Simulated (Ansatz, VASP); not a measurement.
# MnO2 in VASP and in Ansatz

Contents of INCAR:

```
SYSTEM = MnO2
PREC     = Accurate       ! precision mode
ENCUT    = 520            ! plane-wave cutoff, eV
EDIFF    = 1E-6           ! SCF threshold, eV
ISMEAR   = -1             ! smearing method
SIGMA    = 0.05           ! smearing width, eV
LREAL    = .FALSE.        ! projectors in reciprocal space
LASPH    = .TRUE.         ! aspherical terms in the spheres
NELM     = 150            ! most SCF steps
ALGO     = Normal         ! electronic algorithm
ISIF     = 2              ! what is computed and relaxed
LWAVE    = .FALSE.        ! write WAVECAR
LCHARG   = .FALSE.        ! write CHGCAR
ISPIN    = 2              ! spin polarisation
MAGMOM   = 5 5 0 0 0 0    ! initial moments
LORBIT   = 11             ! projections on sites
NUPDOWN  = 10.0           ! fixed moment
LMAXMIX  = 4              ! l up to which the mixer works
GGA      = PE             ! functional
NBANDS   = 38             ! bands
```

Contents of KPOINTS:

```
regular mesh
0
G
  8 6 4
  0 0 0
```

POSCAR

```
MnO2
1.0
    2.9041580000      0.0000000000      0.0000000000
    0.0000000000      3.8448100000      0.0000000000
    0.0000000000      0.0000000000      6.1642640000
Mn O
2 4
Direct
    0.5000000000      0.5000000000      0.3433015000
    0.0000000000      0.0000000000      0.6566985000
    0.5000000000      0.0000000000      0.8375675000
    0.0000000000      0.5000000000      0.1624325000
    0.5000000000      0.0000000000      0.4217995000
    0.0000000000      0.5000000000      0.5782005000
```

input.yaml

```yaml
crystal:
  lattice:
    - [2.904158, 0.0, 0.0]
    - [0.0, 3.84481, 0.0]
    - [0.0, 0.0, 6.164264]
  atoms:
    - { symbol: Mn, position: [0.5, 0.5, 0.3433015], spin: 5.0 }
    - { symbol: Mn, position: [0.0, 0.0, 0.6566985], spin: 5.0 }
    - { symbol: O, position: [0.5, 0.0, 0.8375675] }
    - { symbol: O, position: [0.0, 0.5, 0.1624325] }
    - { symbol: O, position: [0.5, 0.0, 0.4217995] }
    - { symbol: O, position: [0.0, 0.5, 0.5782005] }
hamiltonian:
  xc: pbe
  pseudopotentials: { kind: paw }
magnetization:
  spin_polarized: true
  initial_magnetization: 10.0
  spin_locking: { lock_magnetization: hard }
kpoints:
  mp_grid: { grid: [8, 6, 4] }
scf:
  occupations: { method: fermi_dirac, width: 0.05 }
  lower_state_search: "off"
output:
  forces: true
  stress: true
  eigenvalues: true
```

Alike in both runs: task single point; functional PBE; k mesh 8 × 6 × 4; occupations fermi-dirac, width 0.05 eV; collinear spin; fixed moment 10 μB.

```csv
,VASP,Ansatz
version,VASP 6.6.1,Ansatz 0.2.0
potentials or method,"VASP PAW PBE potentials, release 64 (Mn_pv, O)",Ansatz PAW
plane-wave cutoff (eV),520,420
valence electrons in the cell,50,54
```

```csv
,VASP,Ansatz,Ansatz less VASP
pressure (GPa),24.1,23.5,-0.65
"traceless stress, the component that is largest in VASP (GPa)",15.04,14.53,-0.511
rms of the force components (eV/Å),1.057,1.015,-0.0423
net moment per atom (μB),1.67,1.67,0.000
size of the moment on the site where the two differ most (μB),3.61,3.09,-0.521
```

Site moments also hang on the region over which each program counts them. Atom by atom the forces differ by 0.043 eV/Å (rms over components). VASP's potentials hold 50 valence electrons a cell and Ansatz's 54, so a difference there can come from the potentials and not from the codes.
